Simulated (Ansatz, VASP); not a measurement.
# One calculation of Pt, two programs

```
Pt
1.0
     0.00000    2.82311    2.82311
     2.82311    0.00000    2.82311
     2.82311    2.82311    0.00000
Pt
2
Direct
  0.12500 0.12500 0.12500
  0.87500 0.87500 0.87500
```

Alike in both runs: task single point; functional BLYP; k mesh 10 × 10 × 10; occupations fermi-dirac, width 0.1 eV; no spin polarisation.

```csv
,VASP,Ansatz
version,VASP 6.6.1,Ansatz 0.2.0
potentials or method,"VASP PAW PBE potentials, release 64 (Pt), cutoff 520 eV","plane waves (420 eV) with PAW, scalar-relativistic"
valence electrons in the cell,20,36
```

VASP gave:

- pressure (GPa): 17.6

Which values does Ansatz return?

Pressure (GPa): 17.2.

VASP's potentials were made for PBE, not for BLYP. VASP's potentials hold 20 valence electrons a cell and Ansatz's 36, so a difference there can come from the potentials and not from the codes.

Neither program's run includes spin-orbit coupling.
